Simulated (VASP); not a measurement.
# NiO in VASP: a series of runs

The runs below take NiO through single point, relaxation of cell and atoms, with PBE+U.

All numbers are computed with VASP 6.6.1; they aren't measurements. Logs are shortened: lines on timing, memory, paths and dates and some standing lists are left out, and cuts for length are marked.

## 1. The cell of the first run

The typed cell holds 4 atoms: a = 5.200 Å, b = 5.200 Å, c = 5.200 Å, α = 33.60°, β = 33.60°, γ = 33.60°.

## 2. Single point, PBE+U, collinear spin, antiferromagnetic start

Input file INCAR:

```
SYSTEM = NiO
ALGO = Normal
EDIFF = 1E-6
ENCUT = 520
GGA = PE
ISIF = 2
ISMEAR = 0
ISPIN = 2
LASPH = .True.
LCHARG = .True.
LDAU = .True.
LDAUJ = 0 0
LDAUL = 2 -1
LDAUPRINT = 1
LDAUTYPE = 2
LDAUU = 6 0
LELF = .True.
LMAXMIX = 4
LORBIT = 11
LREAL = .False.
LVHAR = .True.
LWAVE = .False.
MAGMOM = 2 -2 0 0
NBANDS = 28
NELM = 150
PREC = Accurate
SIGMA = 0.01
```

Input file KPOINTS:

```
k-points
0
Gamma
  6 6 6
  0 0 0
```

Input file POSCAR:

```
NiO
1.0
    2.1215966666      2.1215966666      4.2470668203
    4.2470668203      2.1215966666      2.1215966666
    2.1215966666      4.2470668203      2.1215966666
Ni O
2 2
Direct
    0.0000000000      0.0000000000      0.0000000000
    0.5000000000      0.5000000000      0.5000000000
    0.2500000000      0.2500000000      0.2500000000
    0.7500000000      0.7500000000      0.7500000000
```

Potentials or basis: VASP PAW PBE potentials, release 64 (Ni, O).

The run is started by

```bash
cat potpaw_PBE.64/Ni/POTCAR potpaw_PBE.64/O/POTCAR > POTCAR
mpirun -np 1 vasp_std > vasp.out
```

OUTCAR:

```text
SYSTEM = NiO
   EDIFF = 1E-6
   ENCUT = 520
   GGA = PE
   ISIF = 2
   ISMEAR = 0
   ISPIN = 2
   LASPH = .True.
   LORBIT = 11
   LREAL = .False.
   NELM = 150
   PREC = Accurate

 ion  position               nearest neighbor table
   1  0.000  0.000  0.000-   4 2.12   4 2.12   4 2.12   3 2.12   3 2.12   3 2.12   2 3.00   2 3.00
                             2 3.00   2 3.00   2 3.00   2 3.00
   2  0.500  0.500  0.500-   3 2.12   3 2.12   3 2.12   4 2.12   4 2.12   4 2.12   1 3.00   1 3.00
                             1 3.00   1 3.00   1 3.00   1 3.00
   3  0.250  0.250  0.250-   1 2.12   1 2.12   1 2.12   2 2.12   2 2.12   2 2.12
   4  0.750  0.750  0.750-   2 2.12   2 2.12   2 2.12   1 2.12   1 2.12   1 2.12

  LATTYP: Found a trigonal (rhomboedric) cell.
 ALAT       =     5.1999924430
 COS(alpha) =     0.8329276440

  Lattice vectors:

 A1 = (   2.1215966666,   2.1215966666,   4.2470668203)
 A2 = (   4.2470668203,   2.1215966666,   2.1215966666)
 A3 = (   2.1215966666,   4.2470668203,   2.1215966666)

Analysis of symmetry for initial positions (statically):
=====================================================================
 Subroutine PRICEL returns following result:

  LATTYP: Found a trigonal (rhomboedric) cell.
 ALAT       =     3.0031303733
 COS(alpha) =     0.4990877542
[... 12 lines left out ...]
 Subroutine GETGRP returns: Found 12 space group operations
 (whereof 12 operations were pure point group operations)
 out of a pool of 12 trial point group operations.

The static configuration has the point symmetry D_3d.

Analysis of symmetry for dynamics (positions and initial velocities):
=====================================================================
 Subroutine PRICEL returns following result:

  LATTYP: Found a trigonal (rhomboedric) cell.
 ALAT       =     3.0031303733
 COS(alpha) =     0.4990877542
[... 12 lines left out ...]
 Subroutine GETGRP returns: Found 12 space group operations
 (whereof 12 operations were pure point group operations)
 out of a pool of 12 trial point group operations.

The dynamic configuration has the point symmetry D_3d.

Analysis of structural, dynamic, and magnetic symmetry:
=====================================================================
 Subroutine PRICEL returns following result:

  LATTYP: Found a trigonal (rhomboedric) cell.
 ALAT       =     3.0031303733
 COS(alpha) =     0.4990877542
[... 12 lines left out ...]
 Subroutine GETGRP returns: Found 12 space group operations
 (whereof 12 operations were pure point group operations)
 out of a pool of 12 trial point group operations.

The overall configuration has the point symmetry D_3d.

 Subroutine INISYM returns: Found 12 space group operations
 (whereof 12 operations are pure point group operations),
 and found     2 'primitive' translations

----------------------------------------------------------------------------------------

                                     Primitive cell

  volume of cell :      19.1779

  direct lattice vectors                    reciprocal lattice vectors
     2.123533410 -0.001936744  2.123533410     0.235349394 -0.235134747  0.235349394
     2.123533410  2.123533410 -0.001936744     0.235349394  0.235349394 -0.235134747
    -0.001936744  2.123533410  2.123533410    -0.235134747  0.235349394  0.235349394

  length of vectors
     3.003130373  3.003130373  3.003130373     0.407513220  0.407513220  0.407513220

  position of ions in fractional coordinates (direct lattice)
     0.000000000  0.000000000  0.000000000
     0.500000000  0.500000000  0.500000000

  ion indices of the primitive-cell ions
   primitive index   ion index
                 1           1
                 2           3

----------------------------------------------------------------------------------------

 KPOINTS: k-points

Automatic generation of k-mesh.
 Grid dimensions read from file:
 generate k-points for:    6    6    6

 Generating k-lattice:

  Cartesian coordinates                     Fractional coordinates (reciprocal lattice)
    -0.019594562 -0.019594562  0.058819461     0.166666667 -0.000000000 -0.000000000
[... 83 lines left out ...]
   LORBIT       =     11    0 simple, 1 ext, 2 COOP (PROOUT), +10 PAW based schemes
 LDA+U is selected, type is set to LDAUTYPE =  2
   angular momentum for each species LDAUL =     2   -1
   U (eV)           for each species LDAUU =   6.0  0.0
   J (eV)           for each species LDAUJ =   0.0  0.0
   GGA     = PE    functional components
   LHFCALC =     F    Hartree Fock is set to
   AEXX    =    0.0000 exact exchange contribution
   IVDW    =     0    specifies the selected vdW correction
   LEPSILON=     F    determine dielectric tensor
   LRPA    =     F    only Hartree local field effects (RPA)
 spin polarized calculation
 Gauss-broadening in eV      SIGMA  =   0.01
  energy-cutoff  :      520.00
  volume of cell :       38.36
 maximum number of plane-waves:      1048
 NGX is ok and might be reduce to    40
   NGX = 19   NGY = 19   NGZ = 19

 number of electron      31.9999994 magnetization      -0.0000000

atom =   1  type =  1  l = 2

 onsite density matrix

spin component  1

  0.9816 -0.0000 -0.0000 -0.0000 -0.0000
 -0.0000  0.9816  0.0000 -0.0000 -0.0000
 -0.0000  0.0000  1.0231  0.0000  0.0000
 -0.0000 -0.0000  0.0000  0.9816  0.0000
 -0.0000 -0.0000  0.0000  0.0000  1.0231

spin component  2

  0.9797  0.0000 -0.0002  0.0000  0.0000
  0.0000  0.9797  0.0001  0.0000 -0.0001
 -0.0002  0.0001  0.1474  0.0001 -0.0000
  0.0000  0.0000  0.0001  0.9797  0.0001
  0.0000 -0.0001 -0.0000  0.0001  0.1474

 occupancies and eigenvectors

  o =  0.1474  v =  0.0000  0.0000  0.0000  0.0000  0.0000 -0.0000 -0.0002 -0.0103  0.0002 -0.9999      0.0000  0.0000  0.0000  0.0000  0.0000  0.0000  0.0000  0.0000  0.0000  0.0000
  o =  0.1474  v =  0.0000  0.0000  0.0000  0.0000  0.0000 -0.0002  0.0001 -0.9999  0.0001  0.0103      0.0000  0.0000  0.0000  0.0000  0.0000  0.0000  0.0000  0.0000  0.0000  0.0000
  o =  0.9797  v =  0.0000  0.0000  0.0000  0.0000  0.0000  0.0199 -0.7169 -0.0000  0.6969  0.0002      0.0000  0.0000  0.0000  0.0000  0.0000  0.0000  0.0000  0.0000  0.0000  0.0000
  o =  0.9797  v =  0.0000  0.0000  0.0000  0.0000  0.0000  0.8163 -0.3909 -0.0002 -0.4254 -0.0000      0.0000  0.0000  0.0000  0.0000  0.0000  0.0000  0.0000  0.0000  0.0000  0.0000
  o =  0.9797  v =  0.0000  0.0000  0.0000  0.0000  0.0000 -0.5774 -0.5774  0.0000 -0.5774 -0.0000      0.0000  0.0000  0.0000  0.0000  0.0000  0.0000  0.0000  0.0000  0.0000  0.0000
  o =  0.9816  v = -0.5774 -0.5774 -0.0000 -0.5774  0.0000  0.0000  0.0000  0.0000  0.0000  0.0000      0.0000  0.0000  0.0000  0.0000  0.0000  0.0000  0.0000  0.0000  0.0000  0.0000
  o =  0.9816  v = -0.1387 -0.6275 -0.0000  0.7662 -0.0003  0.0000  0.0000  0.0000  0.0000  0.0000      0.0000  0.0000  0.0000  0.0000  0.0000  0.0000  0.0000  0.0000  0.0000  0.0000
  o =  0.9816  v = -0.8046  0.5224 -0.0003  0.2822  0.0000  0.0000  0.0000  0.0000  0.0000  0.0000      0.0000  0.0000  0.0000  0.0000  0.0000  0.0000  0.0000  0.0000  0.0000  0.0000
  o =  1.0231  v =  0.0000 -0.0002 -0.0000  0.0002  1.0000  0.0000  0.0000  0.0000  0.0000  0.0000      0.0000  0.0000  0.0000  0.0000  0.0000  0.0000  0.0000  0.0000  0.0000  0.0000
  o =  1.0231  v = -0.0002  0.0001  1.0000  0.0001  0.0000  0.0000  0.0000  0.0000  0.0000  0.0000      0.0000  0.0000  0.0000  0.0000  0.0000  0.0000  0.0000  0.0000  0.0000  0.0000

atom =   2  type =  1  l = 2

 onsite density matrix

spin component  1

  0.9797  0.0000 -0.0002  0.0000  0.0000
  0.0000  0.9797  0.0001  0.0000 -0.0001
 -0.0002  0.0001  0.1474  0.0001 -0.0000
  0.0000  0.0000  0.0001  0.9797  0.0001
  0.0000 -0.0001 -0.0000  0.0001  0.1474

spin component  2

  0.9816 -0.0000 -0.0000 -0.0000 -0.0000
 -0.0000  0.9816  0.0000 -0.0000 -0.0000
 -0.0000  0.0000  1.0231  0.0000  0.0000
 -0.0000 -0.0000  0.0000  0.9816  0.0000
 -0.0000 -0.0000  0.0000  0.0000  1.0231

 occupancies and eigenvectors

  o =  0.1474  v = -0.0000 -0.0002 -0.0114  0.0002 -0.9999  0.0000  0.0000  0.0000  0.0000  0.0000      0.0000  0.0000  0.0000  0.0000  0.0000  0.0000  0.0000  0.0000  0.0000  0.0000
  o =  0.1474  v = -0.0002  0.0001 -0.9999  0.0001  0.0114  0.0000  0.0000  0.0000  0.0000  0.0000      0.0000  0.0000  0.0000  0.0000  0.0000  0.0000  0.0000  0.0000  0.0000  0.0000
  o =  0.9797  v =  0.3196 -0.8105 -0.0001  0.4909  0.0002  0.0000  0.0000  0.0000  0.0000  0.0000      0.0000  0.0000  0.0000  0.0000  0.0000  0.0000  0.0000  0.0000  0.0000  0.0000
  o =  0.9797  v =  0.7514 -0.0989 -0.0002 -0.6524 -0.0001  0.0000  0.0000  0.0000  0.0000  0.0000      0.0000  0.0000  0.0000  0.0000  0.0000  0.0000  0.0000  0.0000  0.0000  0.0000
  o =  0.9797  v = -0.5774 -0.5774  0.0000 -0.5774 -0.0000  0.0000  0.0000  0.0000  0.0000  0.0000      0.0000  0.0000  0.0000  0.0000  0.0000  0.0000  0.0000  0.0000  0.0000  0.0000
  o =  0.9816  v =  0.0000  0.0000  0.0000  0.0000  0.0000 -0.5774 -0.5774  0.0000 -0.5774 -0.0000      0.0000  0.0000  0.0000  0.0000  0.0000  0.0000  0.0000  0.0000  0.0000  0.0000
  o =  0.9816  v =  0.0000  0.0000  0.0000  0.0000  0.0000 -0.7847  0.5877 -0.0003  0.1970  0.0001      0.0000  0.0000  0.0000  0.0000  0.0000  0.0000  0.0000  0.0000  0.0000  0.0000
  o =  0.9816  v =  0.0000  0.0000  0.0000  0.0000  0.0000 -0.2256 -0.5668 -0.0001  0.7924 -0.0003      0.0000  0.0000  0.0000  0.0000  0.0000  0.0000  0.0000  0.0000  0.0000  0.0000
  o =  1.0231  v =  0.0000  0.0000  0.0000  0.0000  0.0000 -0.0002  0.0001  1.0000  0.0001  0.0000      0.0000  0.0000  0.0000  0.0000  0.0000  0.0000  0.0000  0.0000  0.0000  0.0000
  o =  1.0231  v =  0.0000  0.0000  0.0000  0.0000  0.0000  0.0000 -0.0002 -0.0000  0.0002  1.0000      0.0000  0.0000  0.0000  0.0000  0.0000  0.0000  0.0000  0.0000  0.0000  0.0000

 number of electron      31.9999994 magnetization       0.0000000

 Free energy of the ion-electron system (eV)
  ---------------------------------------------------
  ext. energy  EPLUGINS =         0.00000000
  ---------------------------------------------------
  free energy    TOTEN  =       -20.49836256 eV

  energy without entropy =      -20.49836256  energy(sigma->0) =      -20.49836256

 E-fermi :   5.7141     XC(G=0): -12.3462

 val. band max:        5.6661455966   @ k =   0.5000   0.5000   0.5000
 cond. band min:       8.6951277927   @ k =   0.0000   0.0000   0.0000
 fundamental gap:      3.0289821961
 Fermi energy:         5.7140883106

 spin component 1

 k-point     1 :       0.0000    0.0000    0.0000
  band No.  band energies     occupation
      1     -12.2184      1.00000
      2     -10.9132      1.00000
      3      -0.9196      1.00000
      4      -0.3274      1.00000
      5      -0.3274      1.00000
      6       1.5142      1.00000
[... 1481 lines left out ...]
     27      23.8702      0.00000
     28      26.6727      0.00000

 [... further k-points ...]

------------------------ aborting loop because EDIFF is reached ----------------------------------------

  FORCE on cell =-STRESS in cart. coord.  units (eV):
  Direction    XX          YY          ZZ          XY          YZ          ZX
  --------------------------------------------------------------------------------------
  -------------------------------------------------------------------------------------
  Total       -1.8431726     -1.8431726     -1.8431726      0.0059242      0.0059242      0.0059242
  in kB      -76.9919956    -76.9919956    -76.9919956      0.2474624      0.2474624      0.2474624
  external PRESSURE =     -76.9919956 kB  Pullay stress =       0.0000000 kB

 VOLUME and BASIS-vectors are now :
 -----------------------------------------------------------------------------
  energy-cutoff  :      520.00
  volume of cell :       38.36
      direct lattice vectors                 reciprocal lattice vectors
     2.121596667  2.121596667  4.247066820    -0.117567373 -0.117567373  0.352916768
     4.247066820  2.121596667  2.121596667     0.352916768 -0.117567373 -0.117567373
     2.121596667  4.247066820  2.121596667    -0.117567373  0.352916768 -0.117567373

 POSITION                                       TOTAL-FORCE (eV/Angst)
 -----------------------------------------------------------------------------------
      0.00000      0.00000      0.00000         0.000000      0.000000      0.000000
      4.24513      4.24513      4.24513         0.000000      0.000000     -0.000000
      2.12257      2.12257      2.12257        -0.000000     -0.000000      0.000000
      6.36770      6.36770      6.36770        -0.000000      0.000000     -0.000000
 -----------------------------------------------------------------------------------
    total drift:                               -0.000000     -0.000000      0.000000

  FREE ENERGIE OF THE ION-ELECTRON SYSTEM (eV)
  ---------------------------------------------------
  free  energy   TOTEN  =       -20.4983625621 eV

  energy  without entropy=      -20.4983625621  energy(sigma->0) =      -20.49836256

 total charge

# of ion       s       p       d       tot
------------------------------------------
    1        0.327   0.384   8.200   8.910
    2        0.327   0.384   8.200   8.910
    3        1.550   3.445   0.000   4.996
    4        1.550   3.445   0.000   4.996
--------------------------------------------------
tot          3.754   7.659  16.399  27.812

 magnetization (x)

# of ion       s       p       d       tot
------------------------------------------
    1       -0.001  -0.005   1.755   1.750
    2        0.001   0.005  -1.755  -1.750
    3        0.000   0.000   0.000   0.000
    4        0.000   0.000   0.000   0.000
--------------------------------------------------
tot          0.000   0.000   0.000   0.000
```

Wall time 2.5 min (1 thread of Intel Xeon Platinum 8559C (Emerald Rapids), shared host); peak memory 0.29 GiB.

What came out:

```
Free energy                                           : -20.4984 eV
Pressure                                              : -7.7 GPa
Band gap on the k mesh                                : 3.03 eV
Net moment                                            : 0.00 μB per cell
Site moments                                          : Ni +1.75, -1.75; O +0.00 μB
Valence electrons inside the program's atomic spheres : Ni 8.91; O 5.00
```

Levels at points of the mesh, in eV from the valence-band top:
Spin up:
| k point | band 12 | band 13 | band 14 | band 15 | band 16 | band 17 | band 18 | band 19 | band 20 | band 21 |
| --- | --- | --- | --- | --- | --- | --- | --- | --- | --- | --- |
| (0.00, 0.00, 0.00) | -0.71 | -0.71 | -0.70 | -0.70 | -0.69 | 3.03 | 4.17 | 4.17 | 7.13 | 11.32 |
| (0.50, 0.00, 0.00) | -2.16 | -1.83 | -1.66 | -1.21 | -0.58 | 4.09 | 4.11 | 8.74 | 9.03 | 10.93 |
| (0.50, 0.50, 0.00) | -2.00 | -1.99 | -1.96 | -0.63 | -0.53 | 4.33 | 4.46 | 7.14 | 7.48 | 11.30 |
| (0.50, 0.50, 0.50) | -1.89 | -1.28 | -1.28 | 0.00 | 0.00 | 4.03 | 4.03 | 5.73 | 5.86 | 13.01 |
Spin down:
| k point | band 12 | band 13 | band 14 | band 15 | band 16 | band 17 | band 18 | band 19 | band 20 | band 21 |
| --- | --- | --- | --- | --- | --- | --- | --- | --- | --- | --- |
| (0.00, 0.00, 0.00) | -0.71 | -0.71 | -0.70 | -0.70 | -0.69 | 3.03 | 4.17 | 4.17 | 7.13 | 11.32 |
| (0.50, 0.00, 0.00) | -2.16 | -1.83 | -1.66 | -1.21 | -0.58 | 4.09 | 4.11 | 8.74 | 9.03 | 10.93 |
| (0.50, 0.50, 0.00) | -2.00 | -1.99 | -1.96 | -0.63 | -0.53 | 4.33 | 4.46 | 7.14 | 7.48 | 11.30 |
| (0.50, 0.50, 0.50) | -1.89 | -1.28 | -1.28 | 0.00 | 0.00 | 4.03 | 4.03 | 5.73 | 5.86 | 13.01 |

Eigenvalues of the final occupation matrices:
| site | spin | trace | eigenvalues |
| --- | --- | --- | --- |
| site 1 d | 1 | 4.99 | 0.98 0.98 0.98 1.02 1.02 |
| site 1 d | 2 | 3.23 | 0.15 0.15 0.98 0.98 0.98 |
| site 2 d | 1 | 3.23 | 0.15 0.15 0.98 0.98 0.98 |
| site 2 d | 2 | 4.99 | 0.98 0.98 0.98 1.02 1.02 |

A k mesh can miss the band edges. The state reached can hang on the start; a lower one may exist.

## 3. Relaxation of cell and atoms, PBE+U, collinear spin, antiferromagnetic start

This run uses another cell than the first one, of 9.11 Å³/atom, 0.950 times its volume.

Input file INCAR:

```
SYSTEM = NiO
PREC = Accurate
ENCUT = 600
EDIFF = 1E-6
ISMEAR = 0
SIGMA = 0.01
LREAL = .FALSE.
LASPH = .TRUE.
NELM = 150
ALGO = Normal
ISIF = 3
LWAVE = .FALSE.
LCHARG = .FALSE.
ISPIN = 2
MAGMOM = 2 -2 0 0
LORBIT = 11
LMAXMIX = 4
LDAU = .TRUE.
LDAUTYPE = 2
LDAUL = 2 -1
LDAUU = 6 0
LDAUJ = 0 0
LDAUPRINT = 1
GGA = PE
IBRION = 2
NSW = 80
EDIFFG = -0.003
```

Input file KPOINTS:

```
Automatic mesh
0
G
  6 6 6
  0 0 0
```

Input file POSCAR:

```
NiO
1.0
    2.0885000000      2.0885000000      4.1770000000
    4.1770000000      2.0885000000      2.0885000000
    2.0885000000      4.1770000000      2.0885000000
Ni O
2 2
Direct
    0.0000000000      0.0000000000      0.0000000000
    0.5000000000      0.5000000000      0.5000000000
    0.2500000000      0.2500000000      0.2500000000
    0.7500000000      0.7500000000      0.7500000000
```

Potentials or basis: VASP PAW PBE potentials, release 64 (Ni, O).

The run is started by

```bash
cat potpaw_PBE.64/Ni/POTCAR potpaw_PBE.64/O/POTCAR > POTCAR
mpirun -np 1 vasp_std > vasp.out
```

Run time: 5.6 min. Hardware: 1 thread of Intel Xeon Platinum 8559C (Emerald Rapids), shared host; peak memory 0.32 GiB.

The run converged. Its results:

| Quantity | Value |
| --- | --- |
| Free energy | -20.5437 eV |
| Relaxed volume | 9.14 Å³/atom |
| Relaxed cell | a = 5.120 Å, b = 5.120 Å, c = 5.120 Å, α = 33.57°, β = 33.57°, γ = 33.57° |
| Space group after relaxing (to 0.05 Å) | Fm-3m (No. 225) |
| Energy gained by relaxing | 0.1 meV/atom |
| Ionic steps | 5 |
| Pressure after relaxing | 0.0 GPa |
| Band gap on the k mesh | 3.38 eV |
| Net moment | 0.00 μB per cell |
| Site moments | Ni +1.74, -1.74; O +0.00 μB |
| Valence electrons inside the program's atomic spheres | Ni 9.00; O 5.02 |

Stress tensor (GPa, compression positive):
```
-0.05 -0.05 -0.05
-0.05 -0.05 -0.05
-0.05 -0.05 -0.05
```

The path:
| step | energy change (eV) | largest force (eV/Å) | pressure (GPa) | volume (Å³) |
| --- | --- | --- | --- | --- |
| 1 | 0.0000 | 0.0000 | 0.65 | 36.44 |
| 2 | -0.0002 | 0.0000 | -0.28 | 36.63 |
| 3 | -0.0003 | 0.0000 | -0.10 | 36.57 |
| 4 | -0.0003 | 0.0000 | 0.17 | 36.55 |
| 5 | -0.0003 | 0.0000 | -0.05 | 36.56 |

Final structure:
```
Ni O
1.0
     2.08998    2.08998    4.18114
     4.18114    2.08998    2.08998
     2.08998    4.18114    2.08998
Ni O
2 2
Direct
  0.00000 0.00000 0.00000
  0.50000 0.50000 0.50000
  0.25000 0.25000 0.25000
  0.75000 0.75000 0.75000
```

Levels at points of the mesh, in eV from the valence-band top:
Spin up:
| k point | band 13 | band 14 | band 15 | band 16 | band 17 | band 18 | band 19 | band 20 |
| --- | --- | --- | --- | --- | --- | --- | --- | --- |
| (0.00, 0.00, 0.00) | -0.82 | -0.81 | -0.76 | -0.76 | 3.38 | 4.27 | 4.27 | 7.32 |
| (0.50, 0.00, 0.00) | -1.79 | -1.72 | -1.21 | -0.59 | 4.19 | 4.21 | 9.12 | 9.41 |
| (0.50, 0.50, 0.00) | -2.18 | -1.88 | -0.67 | -0.53 | 4.44 | 4.60 | 7.33 | 7.87 |
| (0.50, 0.50, 0.50) | -1.40 | -1.40 | 0.00 | 0.00 | 4.11 | 4.11 | 6.07 | 6.19 |
Spin down:
| k point | band 12 | band 13 | band 14 | band 15 | band 16 | band 17 | band 18 | band 19 | band 20 |
| --- | --- | --- | --- | --- | --- | --- | --- | --- | --- |
| (0.00, 0.00, 0.00) | -0.82 | -0.82 | -0.81 | -0.76 | -0.76 | 3.38 | 4.27 | 4.27 | 7.32 |
| (0.50, 0.00, 0.00) | -2.20 | -1.79 | -1.72 | -1.21 | -0.59 | 4.19 | 4.21 | 9.12 | 9.41 |
| (0.50, 0.50, 0.00) | -2.19 | -2.18 | -1.88 | -0.67 | -0.53 | 4.44 | 4.60 | 7.33 | 7.87 |
| (0.50, 0.50, 0.50) | -1.87 | -1.40 | -1.40 | 0.00 | 0.00 | 4.11 | 4.11 | 6.07 | 6.19 |

Eigenvalues of the final occupation matrices:
```csv
site,spin,trace,eigenvalues
site 1 d,1,5.01,0.98 0.98 0.98 1.03 1.03
site 1 d,2,3.26,0.16 0.16 0.98 0.98 0.98
site 2 d,1,3.26,0.16 0.16 0.98 0.98 0.98
site 2 d,2,5.01,0.98 0.98 0.98 1.03 1.03
```
